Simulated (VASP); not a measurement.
Crystal: SrTiO3.

```xyz
5
Lattice="3.9127 0.0000 0.0000 0.0000 3.9127 0.0000 0.0000 0.0000 3.9127" Properties=species:S:1:pos:R:3 pbc="T T T"
Sr    0.0000    0.0000    0.0000
Ti    1.9564    1.9564    1.9564
O     1.9564    0.0000    1.9564
O     1.9564    1.9564    0.0000
O     0.0000    1.9564    1.9564
```

Base run:

| Item | Value |
| --- | --- |
| Program | VASP 6.6.1 |
| Functional | PBE |
| Dispersion | D3(BJ) |
| Potentials or basis | VASP PAW PBE potentials, release 64 (Sr_sv, Ti_sv, O) |
| Cutoff | 600 eV |
| k mesh | 4 × 4 × 4 |
| Occupations | gaussian, width 0.1 eV |
| Spin | no spin polarisation |

Its results: band gap on the k mesh 1.83 eV, indirect (least direct gap 2.19 eV); pressure 0.1 GPa.

The run is repeated on the same cell with these changes: k mesh from 4 × 4 × 4 to 2 × 2 × 2. What comes out?

Band gap on the k mesh 1.46 eV, indirect (least direct gap 1.82 eV); pressure 2.4 GPa.

Caveats: some runs use coarse meshes; three body term missing.

A k mesh can miss the band edges.
